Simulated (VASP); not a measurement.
# ZrTiS3 (Pm-3m) in VASP: a series of runs

ZrTiS3 is run at these levels: PBE; tasks: single point, relaxation of cell and atoms.

Program: VASP 6.6.1. These are calculated values, not measurements. Logs are shortened: lines on timing, memory, paths and dates and some standing lists are left out, and cuts for length are marked.

### Step 1. The cell of the first run

The structure is cubic, space group Pm-3m (No. 221). Conventional cell: a = 4.607 Å, b = 4.607 Å, c = 4.607 Å, α = 90.00°, β = 90.00°, γ = 90.00°. Zr (site symmetry m-3m) has 12 S at 3.26 Å and 8 Ti at 3.99 Å within 4.3 Å. Ti (site symmetry m-3m) has 6 S at 2.30 Å within 3.0 Å. S (site symmetry 4/mmm) has 2 Ti at 2.30 Å within 3.0 Å.

The cell was built from a structure type or drawn by symmetry, and may not be a known phase.

### Step 2. Single point, PBE

Input file INCAR:

```
SYSTEM = ZrTiS3
PREC = Accurate
ENCUT = 520
EDIFF = 1E-6
ISMEAR = 0
SIGMA = 0.1
LREAL = .False.
LASPH = .True.
NELM = 80
ALGO = Normal
ISIF = 2
LWAVE = .False.
LCHARG = .False.
GGA = PE
NBANDS = 29
```

Input file KPOINTS:

```
Automatic mesh
0
Gamma
  8 8 8
  0 0 0
```

Input file POSCAR:

```
ZrTiS3
1.0
    4.6071106850      0.0000000000      0.0000000000
    0.0000000000      4.6071106850      0.0000000000
    0.0000000000      0.0000000000      4.6071106850
Zr Ti S
1 1 3
Direct
    0.5000000000      0.5000000000      0.5000000000
    0.0000000000      0.0000000000      0.0000000000
    0.0000000000      0.5000000000      0.0000000000
    0.0000000000      0.0000000000      0.5000000000
    0.5000000000      0.0000000000      0.0000000000
```

Potentials or basis: VASP PAW PBE potentials, release 64 (Zr_sv, Ti_sv, S).

The run is started by

```bash
$ cat potpaw_PBE.64/Zr_sv/POTCAR potpaw_PBE.64/Ti_sv/POTCAR potpaw_PBE.64/S/POTCAR > POTCAR
$ mpirun -np 1 vasp_std > vasp.out
```

OUTCAR:

```text
SYSTEM = ZrTiS3
   PREC = Accurate
   ENCUT = 520
   EDIFF = 1E-6
   ISMEAR = 0
   LREAL = .False.
   LASPH = .True.
   NELM = 80
   ISIF = 2
   GGA = PE

 ion  position               nearest neighbor table
   1  0.500  0.500  0.500-   3 3.26   4 3.26   5 3.26   3 3.26   5 3.26   4 3.26   5 3.26   5 3.26
                             3 3.26   4 3.26   3 3.26   4 3.26
   2  0.000  0.000  0.000-   3 2.30   4 2.30   5 2.30   4 2.30   3 2.30   5 2.30
   3  0.000  0.500  0.000-   2 2.30   2 2.30   1 3.26   1 3.26   1 3.26   1 3.26
   4  0.000  0.000  0.500-   2 2.30   2 2.30   1 3.26   1 3.26   1 3.26   1 3.26
   5  0.500  0.000  0.000-   2 2.30   2 2.30   1 3.26   1 3.26   1 3.26   1 3.26

  LATTYP: Found a simple cubic cell.
 ALAT       =     4.6071106850

  Lattice vectors:

 A1 = (   4.6071106850,   0.0000000000,   0.0000000000)
 A2 = (   0.0000000000,   4.6071106850,   0.0000000000)
 A3 = (   0.0000000000,   0.0000000000,   4.6071106850)

Analysis of symmetry for initial positions (statically):
=====================================================================
 Subroutine PRICEL returns:
 Original cell was already a primitive cell.

 Routine SETGRP: Setting up the symmetry group for a
 simple cubic supercell.

 Subroutine GETGRP returns: Found 48 space group operations
 (whereof 48 operations were pure point group operations)
 out of a pool of 48 trial point group operations.

The static configuration has the point symmetry O_h .

Analysis of symmetry for dynamics (positions and initial velocities):
=====================================================================
 Subroutine PRICEL returns:
 Original cell was already a primitive cell.

 Routine SETGRP: Setting up the symmetry group for a
 simple cubic supercell.

 Subroutine GETGRP returns: Found 48 space group operations
 (whereof 48 operations were pure point group operations)
 out of a pool of 48 trial point group operations.

The dynamic configuration has the point symmetry O_h .

 Subroutine INISYM returns: Found 48 space group operations
 (whereof 48 operations are pure point group operations),
 and found     1 'primitive' translations

----------------------------------------------------------------------------------------

                                     Primitive cell

  volume of cell :      97.7881

  direct lattice vectors                    reciprocal lattice vectors
[... 88 lines left out ...]
   LNONCOLLINEAR =      F non collinear calculations
   LSORBIT =      F    spin-orbit coupling
   LASPH  =      T    aspherical Exc in radial PAW
   ENCUT  =  520.0 eV  38.22 Ry    6.18 a.u.   8.57  8.57  8.57*2*pi/ulx,y,z
   NELM   =     80;   NELMIN=  2; NELMDL= -5     # of ELM steps
   EDIFF  = 0.1E-05   stopping-criterion for ELM
   LREAL  =      F    real-space projection
   EDIFFG = 0.1E-04   stopping-criterion for IOM
   NSW    =      0    number of steps for IOM
   IBRION =     -1    ionic relax: 0-MD 1-quasi-New 2-CG
   NFREE  =      0    steps in history (QN), initial steepest desc. (CG)
   ISIF   =      2    stress and relaxation
   ISYM   =      2    0-nonsym 1-usesym 2-fastsym
   POTIM  = 0.5000    time-step for ionic-motion
   TEBEG  =    0.0;   TEEND  =   0.0 temperature during run
   PSTRESS=    0.0 pullay stress
   NELECT =      42.0000    total number of electrons
   NUPDOWN=      -1.0000    fix difference up-down
   EMIN   =  10.00;   EMAX   =-10.00  energy-range for DOS
   EFERMI =   0.00;   METHOD = LEGACY
   ISMEAR =     0;   SIGMA  =   0.10  broadening in eV -4-tet -1-fermi 0-gaus
   EFERMI_NEDOS =   21; number of points for ismear=-14 and -15
   IALGO  =     38    algorithm
   IMIX   =      4    mixing-type and parameters
     AMIX     =   0.40;   BMIX     =  1.00
     AMIX_MAG =   1.60;   BMIX_MAG =  1.00
  volume/ion in A,a.u.               =      19.56       131.98
  Fermi-wavevector in a.u.,A,eV,Ry     =   1.235177  2.334147 20.757903  1.525663
  Thomas-Fermi vector in A             =   2.369837
   LORBIT       =      0    0 simple, 1 ext, 2 COOP (PROOUT), +10 PAW based schemes
   GGA     = PE    functional components
   LHFCALC =     F    Hartree Fock is set to
   AEXX    =    0.0000 exact exchange contribution
   IVDW    =     0    specifies the selected vdW correction
   LEPSILON=     F    determine dielectric tensor
   LRPA    =     F    only Hartree local field effects (RPA)
 non-spin polarized calculation
 Gauss-broadening in eV      SIGMA  =   0.10
  energy-cutoff  :      520.00
  volume of cell :       97.79
 maximum number of plane-waves:      2666
 NGX is ok and might be reduce to    36
   NGX = 17   NGY = 17   NGZ = 17

 number of electron      41.9999999 magnetization

 Free energy of the ion-electron system (eV)
  ---------------------------------------------------
  ext. energy  EPLUGINS =         0.00000000
  ---------------------------------------------------
  free energy    TOTEN  =       -31.84179235 eV

  energy without entropy =      -31.81247371  energy(sigma->0) =      -31.82713303

 E-fermi :   7.7008     XC(G=0): -10.4535

 val. band max:        7.6709406540   @ k =   0.3750   0.3750   0.0000
 cond. band min:       7.7100831524   @ k =   0.3750   0.3750   0.1250
 fundamental gap:      0.0391424984
 Fermi energy:         7.7007786238

 k-point     1 :       0.0000    0.0000    0.0000
  band No.  band energies     occupation
      1     -49.9570      2.00000
      2     -43.3981      2.00000
      3     -26.2813      2.00000
      4     -26.2813      2.00000
      5     -26.2813      2.00000
      6     -21.3170      2.00000
[... 757 lines left out ...]
     28       9.5896      0.00000
     29      10.1535      0.00000

 [... further k-points ...]
[... 5 lines left out ...]
  --------------------------------------------------------------------------------------
  -------------------------------------------------------------------------------------
  Total       -0.0273642     -0.0273642     -0.0273642     -0.0000000      0.0000000     -0.0000000
  in kB       -0.4483403     -0.4483403     -0.4483403     -0.0000000      0.0000000     -0.0000000
  external PRESSURE =      -0.4483403 kB  Pullay stress =       0.0000000 kB

 VOLUME and BASIS-vectors are now :
 -----------------------------------------------------------------------------
  energy-cutoff  :      520.00
  volume of cell :       97.79
      direct lattice vectors                 reciprocal lattice vectors
     4.607110685  0.000000000  0.000000000     0.217055779  0.000000000  0.000000000
     0.000000000  4.607110685  0.000000000     0.000000000  0.217055779  0.000000000
     0.000000000  0.000000000  4.607110685     0.000000000  0.000000000  0.217055779

 POSITION                                       TOTAL-FORCE (eV/Angst)
 -----------------------------------------------------------------------------------
      2.30356      2.30356      2.30356         0.000000      0.000000      0.000000
      0.00000      0.00000      0.00000         0.000000      0.000000      0.000000
      0.00000      2.30356      0.00000         0.000000      0.000000      0.000000
      0.00000      0.00000      2.30356         0.000000      0.000000      0.000000
      2.30356      0.00000      0.00000         0.000000      0.000000      0.000000
 -----------------------------------------------------------------------------------
    total drift:                                0.000000      0.000000      0.000000

  FREE ENERGIE OF THE ION-ELECTRON SYSTEM (eV)
  ---------------------------------------------------
  free  energy   TOTEN  =       -31.8417923517 eV

  energy  without entropy=      -31.8124737142  energy(sigma->0) =      -31.82713303
```

Run time: 41 s. Hardware: 1 thread of Intel Xeon 6975P-C (Granite Rapids), shared host; peak memory 0.26 GiB.

Results:

| Property | Result |
| --- | --- |
| Free energy | -31.8418 eV |
| Pressure | 0.0 GPa |
| Band gap on the k mesh | zero (bands 21 and 22 overlap by 1.49 eV) |

### Step 3. Single point, PBE, collinear spin

This run uses another cell than the first one, of 19.02 Å³/atom.

Input file INCAR:

```
PREC = Accurate ; ENCUT = 520
EDIFF = 1E-6 ; ISMEAR = 0
SIGMA = 0.1 ; LREAL = False
LASPH = True ; NELM = 150
ALGO = Normal ; ISIF = 2
LWAVE = False ; LCHARG = False
ISPIN = 2 ; MAGMOM = 0 1 0 0 0
LORBIT = 11 ; LMAXMIX = 4
GGA = PE ; NBANDS = 33
```

Input file KPOINTS:

```
regular mesh
0
Gamma
  4 4 4
```

POSCAR, as its differences from that of step 2:

```diff
@@ -2,5 +2,5 @@
 1.0
-    4.6071106850      0.0000000000      0.0000000000
-    0.0000000000      4.6071106850      0.0000000000
-    0.0000000000      0.0000000000      4.6071106850
+    4.5643066300      0.0000000000      0.0000000000
+    0.0000000000      4.5643066300      0.0000000000
+    0.0000000000      0.0000000000      4.5643066300
 Zr Ti S
```

Potentials or basis: VASP PAW PBE potentials, release 64 (Zr_sv, Ti_sv, S).

The run is started by

```bash
$ cat potpaw_PBE.64/Zr_sv/POTCAR potpaw_PBE.64/Ti_sv/POTCAR potpaw_PBE.64/S/POTCAR > POTCAR
$ mpirun -np 1 vasp_std > vasp.out
```

Run time: 34 s. Hardware: 1 thread of Intel Xeon 6975P-C (Granite Rapids), shared host; peak memory 0.26 GiB.

The run converged. Its results:

```
Free energy                                           : -31.8576 eV
Pressure                                              : 2.5 GPa
Band gap on the k mesh                                : zero (filled and empty bands overlap)
Net moment                                            : 0.00 μB per cell
Valence electrons inside the program's atomic spheres : Zr 9.45; Ti 10.50; S 3.77
```

Levels at points of the mesh, in eV from the Fermi level:
Spin up:
```csv
k point,band 19,band 20,band 21,band 22,band 23,band 24
"(0.00, 0.00, 0.00)",-1.31,-1.31,-1.28,-1.28,-1.28,-0.83
"(0.50, 0.00, 0.00)",-1.92,-1.92,-0.76,-0.11,0.30,1.15
"(0.50, 0.50, 0.00)",-3.64,-1.31,0.04,0.41,0.83,0.83
"(0.50, 0.50, 0.50)",-0.78,-0.78,0.04,0.27,0.27,0.27
```
Spin down:
```
           k point  band 17  band 18  band 19  band 20  band 21  band 22  band 23  band 24  band 25  band 26
(0.00, 0.00, 0.00)    -2.53    -1.31    -1.31    -1.31    -1.28    -1.28    -1.28    -0.83    -0.83     0.31
(0.50, 0.00, 0.00)    -4.29    -4.02    -1.92    -1.92    -0.76    -0.11     0.30     1.15     1.46     1.49
(0.50, 0.50, 0.00)    -3.67    -3.64    -3.64    -1.31     0.04     0.41     0.83     0.83     1.41     1.50
(0.50, 0.50, 0.50)    -4.82    -0.78    -0.78    -0.78     0.04     0.27     0.27     0.27     0.51     0.51
```

### Step 4. Relaxation of cell and atoms, PBE

This run uses another cell than the first one, of 19.02 Å³/atom.

Input file INCAR:

```
SYSTEM = ZrTiS3
ALGO = Normal
EDIFF = 1E-6
EDIFFG = -0.01
ENCUT = 600
GGA = PE
IBRION = 2
ISIF = 3
ISMEAR = 0
LASPH = .TRUE.
LCHARG = .FALSE.
LREAL = .FALSE.
LWAVE = .FALSE.
NELM = 60
NSW = 100
PREC = Accurate
SIGMA = 0.1
```

Input file KPOINTS:

```
k-points
0
G
  8 8 8
  0 0 0
```

POSCAR is that of step 3.

The run is started by

```bash
$ cat potpaw_PBE.64/Zr_sv/POTCAR potpaw_PBE.64/Ti_sv/POTCAR potpaw_PBE.64/S/POTCAR > POTCAR
$ mpirun -np 1 vasp_std > vasp.out
```

Run time: 1.9 min. Hardware: 1 thread of Intel Xeon 6975P-C (Granite Rapids), shared host; peak memory 0.28 GiB.

It converged, with:

```yaml
Free_energy: -31.8411 eV
Relaxed_volume: 19.55 Å³/atom
Relaxed_cell: a = 4.607 Å, b = 4.607 Å, c = 4.607 Å, α = 90.00°, β = 90.00°, γ = 90.00°
Space_group_after_relaxing_to_0.1_Å: Pm-3m (No. 221)
Energy_gained_by_relaxing: 4.5 meV/atom
Ionic_steps: 3
Pressure_after_relaxing: 0.0 GPa
```

Step by step:
```csv
step,energy change (eV),largest force (eV/Å),pressure (GPa),volume (Å³)
1,0.0000,0.0000,2.76,95.09
2,-0.0120,0.0000,-1.74,99.67
3,-0.0225,0.0000,0.00,97.77
```

Final structure:
```
CELL_PARAMETERS angstrom
4.60684 0.00000 0.00000
0.00000 4.60684 0.00000
0.00000 0.00000 4.60684
ATOMIC_POSITIONS crystal
Zr 0.50000 0.50000 0.50000
Ti 0.00000 0.00000 0.00000
S 0.00000 0.50000 0.00000
S 0.00000 0.00000 0.50000
S 0.50000 0.00000 0.00000
```

Levels at points of the mesh, in eV from the Fermi level:
```tsv
k point	band 19	band 20	band 21	band 22	band 23	band 24
(0.00, 0.00, 0.00)	-1.27	-1.27	-1.19	-1.19	-1.19	-0.79
(0.50, 0.00, 0.00)	-1.88	-1.88	-0.63	-0.12	0.25	1.18
(0.50, 0.50, 0.00)	-3.53	-1.28	0.03	0.37	0.82	0.82
(0.50, 0.50, 0.50)	-0.76	-0.76	0.06	0.22	0.22	0.22
```

Caveat: the highest band is partly filled, so the run has too few bands.

### Step 5. The runs side by side

| task | spin | cell | k mesh | cutoff (eV) | gap on the mesh (eV) | pressure (GPa) |
| --- | --- | --- | --- | --- | --- | --- |
| single point | off | a = 4.607 Å, 5 atoms | 8 × 8 × 8 | 520 | none | 0.0 |
| single point | collinear | a = 4.564 Å, 5 atoms | 4 × 4 × 4 | 520 | none | 2.5 |
| relaxation of cell and atoms | off | relaxed from a = 4.564 Å, 5 atoms | 8 × 8 × 8 | 600 | - | 0.0 |

Alike in all rows: level PBE; potentials or basis VASP PAW PBE potentials, release 64 (Zr_sv, Ti_sv, S); smearing gaussian 0.1 eV.

Caveats: the highest band is partly filled, so the run has too few bands (at least some runs).

Total energies depend on the potentials used, so only differences within one code and one set of settings carry meaning.
